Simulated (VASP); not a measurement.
# C (P6_3/mmc) in VASP: notebook, part 2 of 2

VASP 6.6.1. The steps go on from the part before.

## 5. Single point, r2SCAN (volume scaled by 1.12)

Contents of POSCAR:

```
C
1.0
    2.5996428447      0.0000000000      0.0000000000
   -1.2998214224      2.2513567443      0.0000000000
    0.0000000000      0.0000000000      4.3292123262
C
4
Direct
    0.3333333333      0.6666666667      0.0627304278
    0.6666666667      0.3333333333      0.5627304278
    0.3333333333      0.6666666667      0.4372695722
    0.6666666667      0.3333333333      0.9372695722
```

Contents of INCAR.step1:

```
SYSTEM = C
PREC = Accurate
ENCUT = 520
ISMEAR = -1
SIGMA = 0.05
LREAL = .FALSE.
LASPH = .TRUE.
NELM = 80
NBANDS = 16
GGA = PE
ALGO = Normal
EDIFF = 1E-4
LWAVE = .TRUE.
LCHARG = .FALSE.
```

Contents of INCAR.step2:

```
SYSTEM = C
PREC = Accurate
ENCUT = 520
EDIFF = 1E-7
ISMEAR = -1
SIGMA = 0.05
LREAL = .FALSE.
LASPH = .TRUE.
NELM = 80
ALGO = Normal
ISIF = 2
LWAVE = .FALSE.
LCHARG = .FALSE.
METAGGA = R2SCAN
LMIXTAU = .TRUE.
NBANDS = 16
ISTART = 1
```

Contents of KPOINTS:

```
Automatic mesh
0
G
  12 12 7
  0 0 0
```

Potentials or basis: VASP PAW PBE potentials, release 64 (C).

Launch:

```console
$ cat potpaw_PBE.64/C/POTCAR > POTCAR
$ cp INCAR.step1 INCAR
$ mpirun -np 1 vasp_std > vasp.out
$ cp INCAR.step2 INCAR
$ mpirun -np 1 vasp_std > vasp.out
```

OUTCAR:

```text
SYSTEM = C
   PREC = Accurate
   ENCUT = 520
   EDIFF = 1E-7
   ISMEAR = -1
   LREAL = .FALSE.
   LASPH = .TRUE.
   NELM = 80
   ISIF = 2
   METAGGA = R2SCAN
   ISTART = 1

 ion  position               nearest neighbor table
   1  0.333  0.667  0.063-   4 1.60   4 1.60   4 1.60   3 1.62
   2  0.667  0.333  0.563-   3 1.60   3 1.60   3 1.60   4 1.62
   3  0.333  0.667  0.437-   2 1.60   2 1.60   2 1.60   1 1.62
   4  0.667  0.333  0.937-   1 1.60   1 1.60   1 1.60   2 1.62

  LATTYP: Found a hexagonal cell.
 ALAT       =     2.5996428447
 C/A-ratio  =     1.6653104233

  Lattice vectors:

 A1 = (   2.5996428447,   0.0000000000,   0.0000000000)
 A2 = (  -1.2998214224,   2.2513567443,   0.0000000000)
 A3 = (   0.0000000000,   0.0000000000,   4.3292123262)

Analysis of symmetry for initial positions (statically):
=====================================================================
 Subroutine PRICEL returns:
 Original cell was already a primitive cell.

 Routine SETGRP: Setting up the symmetry group for a
 hexagonal supercell.

 Subroutine GETGRP returns: Found 24 space group operations
 (whereof 12 operations were pure point group operations)
 out of a pool of 24 trial point group operations.

The static configuration has the point symmetry D_3d.
 The point group associated with its full space group is D_6h.

Analysis of symmetry for dynamics (positions and initial velocities):
=====================================================================
 Subroutine PRICEL returns:
 Original cell was already a primitive cell.

 Routine SETGRP: Setting up the symmetry group for a
 hexagonal supercell.

 Subroutine GETGRP returns: Found 24 space group operations
 (whereof 12 operations were pure point group operations)
 out of a pool of 24 trial point group operations.

[... 118 lines left out ...]
   EMIN   =  10.00;   EMAX   =-10.00  energy-range for DOS
   EFERMI =   0.00;   METHOD = LEGACY
   ISMEAR =    -1;   SIGMA  =   0.05  broadening in eV -4-tet -1-fermi 0-gaus
   EFERMI_NEDOS =   21; number of points for ismear=-14 and -15
   IALGO  =     38    algorithm
   IMIX   =      4    mixing-type and parameters
     AMIX     =   0.40;   BMIX     =  1.00
     AMIX_MAG =   1.60;   BMIX_MAG =  1.00
  volume/ion in A,a.u.               =       6.33        42.75
  Fermi-wavevector in a.u.,A,eV,Ry     =   1.404513  2.654145 26.839637  1.972658
  Thomas-Fermi vector in A             =   2.527067
   LORBIT       =      0    0 simple, 1 ext, 2 COOP (PROOUT), +10 PAW based schemes
   METAGGA = R2SCAN    functional components
   LHFCALC =     F    Hartree Fock is set to
   AEXX    =    0.0000 exact exchange contribution
   IVDW    =     0    specifies the selected vdW correction
   LEPSILON=     F    determine dielectric tensor
   LRPA    =     F    only Hartree local field effects (RPA)
 non-spin polarized calculation
  energy-cutoff  :      520.00
  volume of cell :       25.34
 maximum number of plane-waves:       701
 NGX is ok and might be reduce to    20
   NGX =  9   NGY =  9   NGZ = 17

 number of electron      16.0000000 magnetization

 Free energy of the ion-electron system (eV)
  ---------------------------------------------------
  ext. energy  EPLUGINS =         0.00000000
  ---------------------------------------------------
  free energy    TOTEN  =       -38.84083178 eV

  energy without entropy =      -38.84083178  energy(sigma->0) =      -38.84083178

 E-fermi :   9.3657     XC(G=0): -13.6545

 val. band max:        8.4223210451   @ k =   0.0000   0.0000   0.0000
 cond. band min:      12.3123509434   @ k =   0.3333   0.3333   0.0000
 fundamental gap:      3.8900298983
 Fermi energy:         9.3657045447

 k-point     1 :       0.0000    0.0000    0.0000
  band No.  band energies     occupation
      1     -13.0732      2.00000
      2      -7.9406      2.00000
      3      -4.6820      2.00000
      4       5.4945      2.00000
      5       5.4945      2.00000
      6       8.0065      2.00000
[... 433 lines left out ...]
      3      -2.8714      2.00000
      4      -0.6915      2.00000
      5       1.2611      2.00000
      6       2.9994      2.00000
[... 8 lines left out ...]
     15      22.5352      0.00000
     16      24.6774      0.00000

 [... further k-points ...]
[... 5 lines left out ...]
  --------------------------------------------------------------------------------------
  -------------------------------------------------------------------------------------
  Total       -6.4098372     -6.4098372     -6.4888018      0.0000000      0.0000000      0.0000000
  in kB     -405.3131490   -405.3131491   -410.3063130      0.0000000      0.0000000      0.0000000
  external PRESSURE =    -406.9775370 kB  Pullay stress =       0.0000000 kB

 VOLUME and BASIS-vectors are now :
 -----------------------------------------------------------------------------
  energy-cutoff  :      520.00
  volume of cell :       25.34
      direct lattice vectors                 reciprocal lattice vectors
     2.599642845  0.000000000  0.000000000     0.384668225  0.222088304  0.000000000
    -1.299821422  2.251356744  0.000000000     0.000000000  0.444176607  0.000000000
     0.000000000  0.000000000  4.329212326     0.000000000  0.000000000  0.230988902

 POSITION                                       TOTAL-FORCE (eV/Angst)
 -----------------------------------------------------------------------------------
     -0.00000      1.50090      0.27157        -0.000000      0.000000     -0.116276
      1.29982      0.75045      2.43618         0.000000     -0.000000     -0.116276
     -0.00000      1.50090      1.89303        -0.000000      0.000000      0.116276
      1.29982      0.75045      4.05764         0.000000     -0.000000      0.116276
 -----------------------------------------------------------------------------------
    total drift:                               -0.000000      0.000000      0.000000

  FREE ENERGIE OF THE ION-ELECTRON SYSTEM (eV)
  ---------------------------------------------------
  free  energy   TOTEN  =       -38.8408317761 eV

  energy  without entropy=      -38.8408317761  energy(sigma->0) =      -38.84083178
```

Wall time 50 s (1 thread of Intel Xeon 6975P-C (Granite Rapids), shared host); peak memory 0.14 GiB.

What came out:

```yaml
Free_energy: -38.8408 eV
Pressure: -40.7 GPa
Largest_force: 0.116 eV/Å
Band_gap_on_the_k_mesh: 3.89 eV, indirect (least direct gap 5.00 eV)
```

Forces on the atoms (eV/Å):
```
C    0.000  0.000 -0.116
C    0.000  0.000 -0.116
C    0.000  0.000  0.116
C    0.000  0.000  0.116
```

Caveat: the PAW data sets were made with another functional, which shifts forces and pressure a little. A k mesh can miss the band edges.

## 6. Overview

```csv
cell,k mesh,gap on the mesh (eV),pressure (GPa),largest force (eV/Å)
"a = 2.536, b = 2.536, c = 4.224 Å, angles 90.0, 90.0, 120.0°, 4 atoms",12 × 12 × 7,3.69,-15.5,0.04
"a = 2.568, b = 2.568, c = 4.277 Å, angles 90.0, 90.0, 120.0°, 4 atoms",12 × 12 × 7,3.79,-29.3,0.08
"a = 2.503, b = 2.503, c = 4.169 Å, angles 90.0, 90.0, 120.0°, 4 atoms",13 × 13 × 7,3.69,1.1,0.01
"a = 2.600, b = 2.600, c = 4.329 Å, angles 90.0, 90.0, 120.0°, 4 atoms",12 × 12 × 7,3.89,-40.7,0.12
```

Alike in all rows: task single point; level r2SCAN; potentials or basis VASP PAW PBE potentials, release 64 (C); no spin polarisation; cutoff (eV) 520; smearing fermi-dirac 0.05 eV.

Caveats: the PAW data sets were made with another functional, which shifts forces and pressure a little.

Absolute energies hang on the potentials; compare differences alone.
